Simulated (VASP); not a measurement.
Set up this calculation in VASP 6.6.1, as the native input.

| Item | Value |
| --- | --- |
| Task | single point |
| Functional | r2SCAN |
| Potentials or basis | VASP PAW PBE potentials, release 64 (B, N) |
| Cutoff | 520 eV |
| k mesh | 12 × 12 × 4 |
| Occupations | gaussian, width 0.05 eV |
| Spin | no spin polarisation |
| Dipole correction | no |
| Further INCAR settings | ALGO = Normal; EDIFF = 1e-06; NBANDS = 16 |

The system is BN.

```xyz
4
Lattice="2.5040 0.0000 0.0000 -1.2520 2.1685 0.0000 0.0000 0.0000 6.9943" Properties=species:S:1:pos:R:3 pbc="T T T"
B     0.0000    1.4457    1.7486
B     1.2520    0.7228    5.2457
N     0.0000    1.4457    5.2457
N     1.2520    0.7228    1.7486
```

This cell differs from its parent crystal: strain +0.000 along x and y, +0.050 along z.

These files were run (other wordings do the same):

POSCAR

```
BN
1.0
    2.5039917043      0.0000000000      0.0000000000
   -1.2519958522      2.1685204268      0.0000000000
    0.0000000000      0.0000000000      6.9942600000
B N
2 2
Direct
    0.3333333333      0.6666666667      0.2500000000
    0.6666666667      0.3333333333      0.7500000000
    0.3333333333      0.6666666667      0.7500000000
    0.6666666667      0.3333333333      0.2500000000
```

INCAR.step1

```
SYSTEM = BN
  PREC = Accurate
  ENCUT = 520
  ISMEAR = 0
  SIGMA = 0.05
  LREAL = .False.
  LASPH = .True.
  NELM = 60
  NBANDS = 16
  GGA = PE
  ALGO = Normal
  EDIFF = 1E-4
  LWAVE = .True.
  LCHARG = .False.
```

INCAR.step2

```
SYSTEM = BN
  PREC = Accurate
  ENCUT = 520
  EDIFF = 1E-6
  ISMEAR = 0
  SIGMA = 0.05
  LREAL = .False.
  LASPH = .True.
  NELM = 60
  ALGO = Normal
  ISIF = 2
  LWAVE = .False.
  LCHARG = .True.
  METAGGA = R2SCAN
  LMIXTAU = .True.
  LELF = .True.
  LVHAR = .True.
  NBANDS = 16
  ISTART = 1
```

KPOINTS

```
regular mesh
0
Gamma
  12 12 4
  0 0 0
```

Potentials or basis: VASP PAW PBE potentials, release 64 (B, N).

Launch:

```console
$ cat potpaw_PBE.64/B/POTCAR potpaw_PBE.64/N/POTCAR > POTCAR
$ cp INCAR.step1 INCAR
$ mpirun -np 1 vasp_std > vasp.out
$ cp INCAR.step2 INCAR
$ mpirun -np 1 vasp_std > vasp.out
```

It gave:

The pressure is -0.6 GPa and the band gap on the k mesh is 4.95 eV (least direct gap 5.37 eV).

Caveat: the cell differs from its parent crystal (strain +0.000 along x and y, +0.050 along z); the PAW data sets were made with another functional, which shifts forces and pressure a little.

Wall time 3 min on 1 thread of Intel Xeon 8259CL, with other jobs on the host, peak memory 0.17 GiB.
